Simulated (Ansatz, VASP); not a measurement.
Ru: VASP beside Ansatz

The input POSCAR:

```
Ru
1.0
   -1.5052606682      1.5052606682      1.5052606682
    1.5052606682     -1.5052606682      1.5052606682
    1.5052606682      1.5052606682     -1.5052606682
Ru
1
Direct
    0.0000000000      0.0000000000      0.0000000000
```

INCAR.step1

```
SYSTEM = Ru
PREC     = Accurate       ! precision mode
ENCUT    = 660            ! plane-wave cutoff, eV
ISMEAR   = 0              ! smearing method
SIGMA    = 0.05           ! smearing width, eV
LREAL    = .FALSE.        ! projectors in reciprocal space
LASPH    = .TRUE.         ! aspherical terms in the spheres
NELM     = 120            ! most SCF steps
NBANDS   = 14             ! bands
GGA      = PE             ! functional
ALGO     = Normal         ! electronic algorithm
EDIFF    = 1E-5           ! SCF threshold, eV
LWAVE    = .TRUE.         ! write WAVECAR
LCHARG   = .FALSE.        ! write CHGCAR
GGA_COMPAT= .FALSE.
```

Contents of INCAR.step2:

```
SYSTEM = Ru
PREC     = Accurate       ! precision mode
ENCUT    = 660            ! plane-wave cutoff, eV
EDIFF    = 1E-6           ! SCF threshold, eV
ISMEAR   = 0              ! smearing method
SIGMA    = 0.05           ! smearing width, eV
LREAL    = .FALSE.        ! projectors in reciprocal space
LASPH    = .TRUE.         ! aspherical terms in the spheres
NELM     = 120            ! most SCF steps
ALGO     = Normal         ! electronic algorithm
ISIF     = 2              ! what is computed and relaxed
LWAVE    = .FALSE.        ! write WAVECAR
LCHARG   = .FALSE.        ! write CHGCAR
METAGGA  = R2SCAN         ! meta-GGA
LMIXTAU  = .TRUE.       
NBANDS   = 14             ! bands
ISTART   = 1            
GGA_COMPAT= .FALSE.
```

File KPOINTS:

```
Automatic mesh
0
G
  20 20 20
  0 0 0
```

Input for Ansatz:

```yaml
crystal:
  lattice:
    - [-1.5052606682, 1.5052606682, 1.5052606682]
    - [1.5052606682, -1.5052606682, 1.5052606682]
    - [1.5052606682, 1.5052606682, -1.5052606682]
  atoms:
    - { symbol: Ru, position: [0.0, 0.0, 0.0] }
basis:
  ecutwfc: 600
  ecutrho_ratio: 5
kpoints:
  mp_grid: { grid: [20, 20, 20] }
hamiltonian:
  xc: r2scan
scf:
  occupations: { method: gaussian, width: 0.05 }
output:
  forces: true
  stress: true
  eigenvalues: true
```

Alike in both runs: task single point; functional r2SCAN; k mesh 20 × 20 × 20; occupations gaussian, width 0.05 eV; no spin polarisation.

```csv
,VASP,Ansatz
version,VASP 6.6.1,Ansatz 0.2.0
potentials or method,"VASP PAW PBE potentials, release 64 (Ru_sv), cutoff 660 eV","scalar-relativistic, plane waves, PAW"
valence electrons in the cell,16,16
```

|  | VASP | Ansatz | Ansatz less VASP |
| --- | --- | --- | --- |
| gap on the k mesh at the Fermi level (eV) | none | none | - |
| pressure (GPa) | 6.8 | 6.7 | -0.09 |

VASP's potentials were made for PBE, not for r2SCAN. A gap of «none» marks a metal or a gap that the smearing closes.
